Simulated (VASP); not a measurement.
# NbTe in VASP: a series of runs

The runs below take NbTe through single point, with r2SCAN.

All numbers are computed with VASP 6.6.1; they aren't measurements. Logs are shortened: lines on timing, memory, paths and dates and some standing lists are left out, and cuts for length are marked.

**1. The cell of the first run**

It takes space group F-43m (No. 216, cubic). Conventional cell: a = 6.449 Å, b = 6.449 Å, c = 6.449 Å, α = 90.00°, β = 90.00°, γ = 90.00°. Within 3.7 Å of Nb (site symmetry -43m) lie 4 Te at 2.79 Å. Within 3.7 Å of Te (site symmetry -43m) lie 4 Nb at 2.79 Å.

**2. Single point, r2SCAN, collinear spin, ferromagnetic start (volume scaled by 1.040)**

The input, POSCAR:

```
NbTe
1.0
    0.0000000000      3.2243804805      3.2243804805
    3.2243804805      0.0000000000      3.2243804805
    3.2243804805      3.2243804805      0.0000000000
Nb Te
1 1
Direct
    0.0000000000      0.0000000000      0.0000000000
    0.2500000000      0.2500000000      0.2500000000
```

The input, INCAR.step1:

```
PREC = Accurate ; ENCUT = 520
ISMEAR = 0 ; SIGMA = 0.05
LREAL = F ; LASPH = T
NELM = 150 ; ISPIN = 2
MAGMOM = 1.81 0 ; LMAXMIX = 4
NBANDS = 20 ; GGA = PE
ALGO = Normal ; EDIFF = 1E-4
LWAVE = T ; LCHARG = F
```

The input, INCAR.step2:

```
PREC = Accurate ; ENCUT = 520
EDIFF = 1E-7 ; ISMEAR = 0
SIGMA = 0.05 ; LREAL = F
LASPH = T ; NELM = 150
ALGO = Normal ; ISIF = 2
LWAVE = F ; LCHARG = F
ISPIN = 2 ; MAGMOM = 1.81 0
LORBIT = 11 ; LMAXMIX = 4
METAGGA = R2SCAN ; LMIXTAU = T
NBANDS = 20 ; ISTART = 1
```

The input, KPOINTS:

```
Automatic mesh
0
Gamma
  10 10 10
```

Potentials or basis: VASP PAW PBE potentials, release 64 (Nb_sv, Te).

On the command line:

```bash
$ cat potpaw_PBE.64/Nb_sv/POTCAR potpaw_PBE.64/Te/POTCAR > POTCAR
$ cp INCAR.step1 INCAR
$ mpirun -np 1 vasp_std > vasp.out
$ cp INCAR.step2 INCAR
$ mpirun -np 1 vasp_std > vasp.out
```

OUTCAR:

```text
PREC = Accurate
   ENCUT = 520
   EDIFF = 1E-7
   ISMEAR = 0
   LREAL = F
   LASPH = T
   NELM = 150
   ISIF = 2
   ISPIN = 2
   LORBIT = 11
   METAGGA = R2SCAN
   ISTART = 1

 ion  position               nearest neighbor table
   1  0.000  0.000  0.000-   2 2.79   2 2.79   2 2.79   2 2.79
   2  0.250  0.250  0.250-   1 2.79   1 2.79   1 2.79   1 2.79

  LATTYP: Found a face centered cubic cell.
 ALAT       =     6.4487609610

  Lattice vectors:

 A1 = (   0.0000000000,   3.2243804805,   3.2243804805)
 A2 = (   3.2243804805,   0.0000000000,   3.2243804805)
 A3 = (   3.2243804805,   3.2243804805,   0.0000000000)

Analysis of symmetry for initial positions (statically):
=====================================================================
 Subroutine PRICEL returns:
 Original cell was already a primitive cell.

 Routine SETGRP: Setting up the symmetry group for a
 face centered cubic supercell.

 Subroutine GETGRP returns: Found 24 space group operations
 (whereof 24 operations were pure point group operations)
 out of a pool of 48 trial point group operations.

The static configuration has the point symmetry T_d .

Analysis of symmetry for dynamics (positions and initial velocities):
=====================================================================
 Subroutine PRICEL returns:
 Original cell was already a primitive cell.

 Routine SETGRP: Setting up the symmetry group for a
 face centered cubic supercell.

 Subroutine GETGRP returns: Found 24 space group operations
 (whereof 24 operations were pure point group operations)
 out of a pool of 48 trial point group operations.

The dynamic configuration has the point symmetry T_d .

Analysis of structural, dynamic, and magnetic symmetry:
=====================================================================
 Subroutine PRICEL returns:
 Original cell was already a primitive cell.

 Routine SETGRP: Setting up the symmetry group for a
 face centered cubic supercell.

 Subroutine GETGRP returns: Found 24 space group operations
 (whereof 24 operations were pure point group operations)
 out of a pool of 48 trial point group operations.

The overall configuration has the point symmetry T_d .

 Subroutine INISYM returns: Found 24 space group operations
 (whereof 24 operations are pure point group operations),
 and found     1 'primitive' translations

----------------------------------------------------------------------------------------

                                     Primitive cell

  volume of cell :      67.0454

  direct lattice vectors                    reciprocal lattice vectors
     0.000000000  3.224380480  3.224380480    -0.155068548  0.155068548  0.155068548
     3.224380480  0.000000000  3.224380480     0.155068548 -0.155068548  0.155068548
     3.224380480  3.224380480  0.000000000     0.155068548  0.155068548 -0.155068548

  length of vectors
     4.559962606  4.559962606  4.559962606     0.268586604  0.268586604  0.268586604

  position of ions in fractional coordinates (direct lattice)
     0.000000000  0.000000000  0.000000000
     0.250000000  0.250000000  0.250000000

  ion indices of the primitive-cell ions
   primitive index   ion index
                 1           1
                 2           2

----------------------------------------------------------------------------------------

 KPOINTS: Automatic mesh

Automatic generation of k-mesh.
 Grid dimensions read from file:
 generate k-points for:   10   10   10

 Generating k-lattice:

  Cartesian coordinates                     Fractional coordinates (reciprocal lattice)
    -0.015506855  0.015506855  0.015506855     0.100000000  0.000000000  0.000000000
     0.015506855 -0.015506855  0.015506855     0.000000000  0.100000000  0.000000000
     0.015506855  0.015506855 -0.015506855     0.000000000  0.000000000  0.100000000

  Length of vectors
     0.026858660  0.026858660  0.026858660

  Shift w.r.t. Gamma in fractional coordinates (k-lattice)
     0.000000000  0.000000000  0.000000000

 Subroutine IBZKPT returns following result:
 ===========================================

 Found     47 irreducible k-points:

 Following reciprocal coordinates:
            Coordinates               Weight
  0.000000  0.000000  0.000000      1.000000
  0.100000  0.000000  0.000000      8.000000
  0.200000  0.000000  0.000000      8.000000
  0.300000  0.000000  0.000000      8.000000
  0.400000  0.000000  0.000000      8.000000
  0.500000  0.000000  0.000000      4.000000
[... 16 lines left out ...]
  0.300000  0.300000  0.000000      6.000000
  0.400000  0.300000  0.000000     24.000000
 [... further k-points ...]
   k-points           NKPTS =     47   k-points in BZ     NKDIM =     47   number of bands    NBANDS=     20
   number of dos      NEDOS =    301   number of ions     NIONS =      2
   total plane-waves  NPLWV =  46656
   dimension x,y,z NGX =    36 NGY =   36 NGZ =   36
   dimension x,y,z NGXF=    72 NGYF=   72 NGZF=   72
   ions per type =               1   1
   NGX,Y,Z   is equivalent  to a cutoff of  13.12, 13.12, 13.12 a.u.
   NGXF,Y,Z  is equivalent  to a cutoff of  26.25, 26.25, 26.25 a.u.
 SYSTEM =  unknown system
   PREC   = accura    normal or accurate (medium, high low for compatibility)
   ISTART =      1    job   : 0-new  1-cont  2-samecut
   ICHARG =      0    charge: 1-file 2-atom 10-const
   ISPIN  =      2    spin polarized calculation?
   LNONCOLLINEAR =      F non collinear calculations
   LSORBIT =      F    spin-orbit coupling
   LASPH  =      T    aspherical Exc in radial PAW
   ENCUT  =  520.0 eV  38.22 Ry    6.18 a.u.   8.48  8.48  8.48*2*pi/ulx,y,z
   NELM   =    150;   NELMIN=  2; NELMDL=  0     # of ELM steps
   EDIFF  = 0.1E-06   stopping-criterion for ELM
   LREAL  =      F    real-space projection
   EDIFFG = 0.1E-05   stopping-criterion for IOM
   NSW    =      0    number of steps for IOM
   IBRION =     -1    ionic relax: 0-MD 1-quasi-New 2-CG
   NFREE  =      0    steps in history (QN), initial steepest desc. (CG)
   ISIF   =      2    stress and relaxation
   ISYM   =      2    0-nonsym 1-usesym 2-fastsym
   POTIM  = 0.5000    time-step for ionic-motion
   TEBEG  =    0.0;   TEEND  =   0.0 temperature during run
   PSTRESS=    0.0 pullay stress
   NELECT =      19.0000    total number of electrons
   NUPDOWN=      -1.0000    fix difference up-down
   EMIN   =  10.00;   EMAX   =-10.00  energy-range for DOS
   EFERMI =   0.00;   METHOD = LEGACY
   ISMEAR =     0;   SIGMA  =   0.05  broadening in eV -4-tet -1-fermi 0-gaus
   EFERMI_NEDOS =   21; number of points for ismear=-14 and -15
   IALGO  =     38    algorithm
   IMIX   =      4    mixing-type and parameters
     AMIX     =   0.40;   BMIX     =  1.00
     AMIX_MAG =   1.60;   BMIX_MAG =  1.00
  volume/ion in A,a.u.               =      33.52       226.22
  Fermi-wavevector in a.u.,A,eV,Ry     =   1.075317  2.032054 15.732500  1.156306
  Thomas-Fermi vector in A             =   2.211170
   LORBIT       =     11    0 simple, 1 ext, 2 COOP (PROOUT), +10 PAW based schemes
   METAGGA = R2SCAN    functional components
   LHFCALC =     F    Hartree Fock is set to
   AEXX    =    0.0000 exact exchange contribution
   IVDW    =     0    specifies the selected vdW correction
   LEPSILON=     F    determine dielectric tensor
   LRPA    =     F    only Hartree local field effects (RPA)
 spin polarized calculation
 Gauss-broadening in eV      SIGMA  =   0.05
  energy-cutoff  :      520.00
  volume of cell :       67.05
 maximum number of plane-waves:      1832
 NGX is ok and might be reduce to    36
   NGX = 17   NGY = 17   NGZ = 17

 number of electron      18.9999999 magnetization       2.3823434

 Free energy of the ion-electron system (eV)
  ---------------------------------------------------
  ext. energy  EPLUGINS =         0.00000000
  ---------------------------------------------------
  free energy    TOTEN  =       -49.63379346 eV

  energy without entropy =      -49.63211690  energy(sigma->0) =      -49.63295518

 E-fermi :   5.8767     XC(G=0):  -9.4502

 val. band max:        5.8731686155   @ k =  -0.4000   0.3000   0.1000
 cond. band min:       5.8807148565   @ k =   0.4000   0.2000   0.0000
 fundamental gap:      0.0075462410
 Fermi energy:         5.8766782570

 spin component 1

 k-point     1 :       0.0000    0.0000    0.0000
  band No.  band energies     occupation
      1     -51.9697      1.00000
      2     -27.4908      1.00000
      3     -27.4907      1.00000
      4     -27.4907      1.00000
      5      -6.9803      1.00000
      6       1.6732      1.00000
[... 12 lines left out ...]
     19      15.8974      0.00000
     20      15.8974      0.00000
[... 507 lines left out ...]
 k-point    24 :       0.4000    0.3000    0.0000
  band No.  band energies     occupation
      1     -51.9687      1.00000
      2     -27.5100      1.00000
      3     -27.4977      1.00000
      4     -27.4971      1.00000
      5      -6.3724      1.00000
      6       0.5815      1.00000
[... 12 lines left out ...]
     19      15.7511      0.00000
     20      17.8322      0.00000

 [... further k-points ...]

 spin component 2

 k-point     1 :       0.0000    0.0000    0.0000
  band No.  band energies     occupation
      1     -50.5491      1.00000
      2     -25.8096      1.00000
      3     -25.8096      1.00000
      4     -25.8096      1.00000
      5      -7.0039      1.00000
      6       2.1098      1.00000
[... 12 lines left out ...]
     19      16.4709      0.00000
     20      16.4709      0.00000
[... 507 lines left out ...]
 k-point    24 :       0.4000    0.3000    0.0000
  band No.  band energies     occupation
      1     -50.5480      1.00000
      2     -25.8312      1.00000
      3     -25.8171      1.00000
      4     -25.8165      1.00000
      5      -6.4684      1.00000
      6       1.1075      1.00000
[... 12 lines left out ...]
     19      16.0844      0.00000
     20      18.6385      0.00000

 [... further k-points ...]

------------------------ aborting loop because EDIFF is reached ----------------------------------------

  FORCE on cell =-STRESS in cart. coord.  units (eV):
  Direction    XX          YY          ZZ          XY          YZ          ZX
  --------------------------------------------------------------------------------------
  -------------------------------------------------------------------------------------
  Total       -0.8889991     -0.8889991     -0.8889991      0.0000000      0.0000000     -0.0000000
  in kB      -21.2443304    -21.2443304    -21.2443304      0.0000000      0.0000000     -0.0000000
  external PRESSURE =     -21.2443304 kB  Pullay stress =       0.0000000 kB

 VOLUME and BASIS-vectors are now :
 -----------------------------------------------------------------------------
  energy-cutoff  :      520.00
  volume of cell :       67.05
      direct lattice vectors                 reciprocal lattice vectors
     0.000000000  3.224380480  3.224380480    -0.155068548  0.155068548  0.155068548
     3.224380480  0.000000000  3.224380480     0.155068548 -0.155068548  0.155068548
     3.224380480  3.224380480  0.000000000     0.155068548  0.155068548 -0.155068548

 POSITION                                       TOTAL-FORCE (eV/Angst)
 -----------------------------------------------------------------------------------
      0.00000      0.00000      0.00000        -0.000000     -0.000000      0.000000
      1.61219      1.61219      1.61219         0.000000      0.000000     -0.000000
 -----------------------------------------------------------------------------------
    total drift:                                0.000000      0.000000      0.000000

  FREE ENERGIE OF THE ION-ELECTRON SYSTEM (eV)
  ---------------------------------------------------
  free  energy   TOTEN  =       -49.6337934639 eV

  energy  without entropy=      -49.6321168954  energy(sigma->0) =      -49.63295518

 total charge

# of ion       s       p       d       tot
------------------------------------------
    1        2.138   5.944   2.555  10.637
    2        1.335   2.127   0.067   3.529
--------------------------------------------------
tot          3.473   8.071   2.623  14.166

 magnetization (x)

# of ion       s       p       d       tot
------------------------------------------
    1        0.042   0.013   1.714   1.769
    2       -0.015  -0.119   0.042  -0.092
--------------------------------------------------
tot          0.026  -0.106   1.756   1.676
```

Wall time 3 min (1 thread of Intel Xeon 6975P-C (Granite Rapids), shared host); peak memory 0.32 GiB.

What came out:

| Property | Result |
| --- | --- |
| Free energy | -49.6338 eV |
| Pressure | -2.1 GPa |
| Net moment | 2.38 μB per cell |
| Site moments | Nb +1.77; Te -0.09 μB |
| Valence electrons inside the program's atomic spheres | Nb 10.64; Te 3.53 |

Caveat: the cell differs from its parent crystal (volume scaled by 1.040); the PAW data sets were made with another functional, which shifts forces and pressure a little; spin-orbit coupling is left out, which moves the levels of the heavy elements.

**3. Single point, r2SCAN, collinear spin, ferromagnetic start (volume scaled by 1.070)**

The input, POSCAR:

```
NbTe
1.0
    0.0000000000      3.2550907143      3.2550907143
    3.2550907143      0.0000000000      3.2550907143
    3.2550907143      3.2550907143      0.0000000000
Nb Te
1 1
Direct
    0.0000000000      0.0000000000      0.0000000000
    0.2500000000      0.2500000000      0.2500000000
```

The input, INCAR.step1:

```
ALGO = Normal
EDIFF = 1E-4
ENCUT = 520
GGA = PE
ISMEAR = 0
ISPIN = 2
LASPH = True
LCHARG = False
LMAXMIX = 4
LREAL = False
LWAVE = True
MAGMOM = 1.86 0
NBANDS = 20
NELM = 150
PREC = Accurate
SIGMA = 0.05
```

The input, INCAR.step2:

```
ALGO = Normal
EDIFF = 1E-6
ENCUT = 520
ISIF = 2
ISMEAR = 0
ISPIN = 2
ISTART = 1
LASPH = True
LCHARG = False
LMAXMIX = 4
LMIXTAU = True
LORBIT = 11
LREAL = False
LWAVE = False
MAGMOM = 1.86 0
METAGGA = R2SCAN
NBANDS = 20
NELM = 150
PREC = Accurate
SIGMA = 0.05
```

The input, KPOINTS:

```
k-points
0
Gamma
  10 10 10
```

Potentials or basis: VASP PAW PBE potentials, release 64 (Nb_sv, Te).

On the command line:

```bash
$ cat potpaw_PBE.64/Nb_sv/POTCAR potpaw_PBE.64/Te/POTCAR > POTCAR
$ cp INCAR.step1 INCAR
$ mpirun -np 1 vasp_std > vasp.out
$ cp INCAR.step2 INCAR
$ mpirun -np 1 vasp_std > vasp.out
```

Run time: 2.9 min. Hardware: 1 thread of Intel Xeon 6975P-C (Granite Rapids), shared host; peak memory 0.32 GiB.

Results (log left out):

* Free energy: -49.6007 eV
* Pressure: -3.4 GPa
* Net moment: 2.43 μB per cell
* Site moments: Nb +1.80; Te -0.10 μB
* Valence electrons inside the program's atomic spheres: Nb 10.62; Te 3.51

Levels at points of the mesh, in eV from the Fermi level:
Spin up:
```csv
k point,band 9,band 10,band 11,band 12,band 13,band 14
"(0.00, 0.00, 0.00)",-1.45,-1.45,0.89,3.19,3.19,3.19
"(0.50, 0.00, 0.00)",-1.15,-1.15,-0.48,1.41,1.41,2.71
"(0.50, 0.50, 0.00)",-1.32,-1.12,-1.04,0.17,0.17,4.15
```
Spin down:
```
           k point  band 4  band 5  band 6  band 7  band 8  band 9  band 10  band 11  band 12  band 13
(0.00, 0.00, 0.00)  -31.73  -12.83   -3.73   -3.73   -3.73    1.24     1.24     1.73     4.00     4.00
(0.50, 0.00, 0.00)  -31.74  -12.36   -4.80   -3.50   -3.50    0.88     1.38     1.38     2.42     2.42
(0.50, 0.50, 0.00)  -31.74  -12.20   -4.91   -3.34   -3.34   -0.30     1.20     1.46     1.46     1.92
```

Caveat: the cell differs from its parent crystal (volume scaled by 1.070); the PAW data sets were made with another functional, which shifts forces and pressure a little; spin-orbit coupling is left out, which moves the levels of the heavy elements.

**4. Single point, r2SCAN, collinear spin, ferromagnetic start**

This run uses another cell than the first one, of 31.59 Å³/atom, 0.942 times its volume.

The input, POSCAR:

```
NbTe
1.0
    0.0000000000      3.1825006690      3.1825006690
    3.1188506556      0.0000000000      3.1825006690
    3.1188506556      3.1825006690      0.0000000000
Nb Te
1 1
Direct
    0.0000000000      0.0000000000      0.0000000000
    0.2500000000      0.2500000000      0.2500000000
```

The input, INCAR.step1:

```
PREC = Accurate
ENCUT = 520
ISMEAR = 0
SIGMA = 0.05
LREAL = False
LASPH = True
NELM = 150
ISPIN = 2
MAGMOM = 1.77 0
LMAXMIX = 4
NBANDS = 20
GGA = PE
ALGO = Normal
EDIFF = 1E-4
LWAVE = True
LCHARG = False
```

The input, INCAR.step2:

```
PREC = Accurate
ENCUT = 520
EDIFF = 1E-6
ISMEAR = 0
SIGMA = 0.05
LREAL = False
LASPH = True
NELM = 150
ALGO = Normal
ISIF = 2
LWAVE = False
LCHARG = False
ISPIN = 2
MAGMOM = 1.77 0
LORBIT = 11
LMAXMIX = 4
METAGGA = R2SCAN
LMIXTAU = True
NBANDS = 20
ISTART = 1
```

The input, KPOINTS:

```
Automatic mesh
0
Gamma
  10 10 10
```

On the command line:

```bash
$ cat potpaw_PBE.64/Nb_sv/POTCAR potpaw_PBE.64/Te/POTCAR > POTCAR
$ cp INCAR.step1 INCAR
$ mpirun -np 1 vasp_std > vasp.out
$ cp INCAR.step2 INCAR
$ mpirun -np 1 vasp_std > vasp.out
```

Wall time 5.8 min (1 thread of Intel Xeon 6975P-C (Granite Rapids), shared host); peak memory 0.39 GiB.

Results (log left out):

| Property | Result |
| --- | --- |
| Free energy | -49.6459 eV |
| Pressure | 1.3 GPa |
| Net moment | 2.29 μB per cell |
| Site moments | Nb +1.70; Te -0.08 μB |
| Valence electrons inside the program's atomic spheres | Nb 10.69; Te 3.57 |

Stress tensor (GPa, compression positive):
```
1.48 0.00 0.00
0.00 1.18 0.00
0.00 0.00 1.18
```

Levels at points of the mesh, in eV from the Fermi level:
Spin up:
```tsv
k point	band 9	band 10	band 11	band 12	band 13	band 14
(0.00, 0.00, 0.00)	-1.38	-1.30	1.33	3.75	3.75	3.84
(0.50, 0.00, 0.00)	-1.02	-1.00	-0.33	1.74	1.79	3.12
(0.50, 0.50, 0.00)	-1.38	-0.97	-0.84	0.35	0.39	4.84
(0.00, 0.50, 0.50)	-1.31	-0.89	-0.87	0.38	0.38	4.74
```
Spin down:
```csv
k point,band 5,band 6,band 7,band 8,band 9,band 10,band 11,band 12
"(0.00, 0.00, 0.00)",-13.02,-3.88,-3.88,-3.86,1.17,1.29,2.04,4.42
"(0.50, 0.00, 0.00)",-12.44,-4.97,-3.63,-3.55,0.89,1.39,1.40,2.62
"(0.50, 0.50, 0.00)",-12.24,-5.14,-3.32,-3.29,-0.50,1.25,1.51,1.53
"(0.00, 0.50, 0.50)",-12.23,-5.10,-3.38,-3.38,-0.45,1.31,1.55,1.55
```

Caveat: the PAW data sets were made with another functional, which shifts forces and pressure a little; spin-orbit coupling is left out, which moves the levels of the heavy elements.

**5. Summary**

| cell | gap on the mesh (eV) | pressure (GPa) | moment (μB) |
| --- | --- | --- | --- |
| a = 4.560 Å, angles 60.0°, 2 atoms | none | -2.1 | 2.38 |
| a = 4.603 Å, angles 60.0°, 2 atoms | none | -3.4 | 2.43 |
| a = 4.501, b = 4.456, c = 4.456 Å, angles 60.7, 59.7, 59.7°, 2 atoms | none | 1.3 | 2.29 |

Alike in all rows: task single point; level r2SCAN; potentials or basis VASP PAW PBE potentials, release 64 (Nb_sv, Te); spin collinear, ferromagnetic start; k mesh 10 × 10 × 10; cutoff (eV) 520; smearing gaussian 0.05 eV.

Caveats: the PAW data sets were made with another functional, which shifts forces and pressure a little; spin-orbit coupling is left out, which moves the levels of the heavy elements.

Total energies depend on the potentials used, so only differences within one code and one set of settings carry meaning.
